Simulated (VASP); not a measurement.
A run of VASP 6.6.1:

File INCAR:

```
ALGO     = Normal         # electronic algorithm
EDIFF    = 1E-6           # SCF threshold, eV
EDIFFG   = -0.01          # ionic threshold
ENCUT    = 600            # plane-wave cutoff, eV
GGA      = RE             # functional
IBRION   = 2              # ionic algorithm
ISIF     = 3              # what is computed and relaxed
ISMEAR   = -1             # smearing method
ISPIN    = 2              # spin polarisation
IVDW     = 13             # dispersion correction
LASPH    = T              # aspherical terms in the spheres
LCHARG   = F              # write CHGCAR
LMAXMIX  = 4              # l up to which the mixer works
LORBIT   = 11             # projections on sites
LREAL    = F              # projectors in reciprocal space
LWAVE    = F              # write WAVECAR
MAGMOM   = 1 0            # initial moments
NELM     = 150            # most SCF steps
NSW      = 80             # ionic steps
NUPDOWN  = 1.0            # fixed moment
PREC     = Accurate       # precision mode
SIGMA    = 0.1            # smearing width, eV
```

Contents of KPOINTS:

```
k-points
0
Gamma
  10 10 10
```

Contents of POSCAR:

```
HfB
1.0
    0.0000000000      2.3100000000      2.3100000000
    2.3100000000      0.0000000000      2.3100000000
    2.3100000000      2.3100000000      0.0000000000
Hf B
1 1
Direct
    0.5000000000      0.5000000000      0.5000000000
    0.0000000000      0.0000000000      0.0000000000
```

Potentials or basis: VASP PAW PBE potentials, release 64 (Hf_pv, B).

The run is started by

```sh
$ cat potpaw_PBE.64/Hf_pv/POTCAR potpaw_PBE.64/B/POTCAR > POTCAR
$ mpirun -np 1 vasp_std > vasp.out
```

Hardware: 1 thread of AMD EPYC 7R13 (shared host).

Task: Estimate the wall time of this run.

Result: It took 3.3 min on 1 thread of AMD EPYC 7R13, on a shared host, peak memory 0.17 GiB. Counts: scf iterations 39, k points 47, ion steps 4.
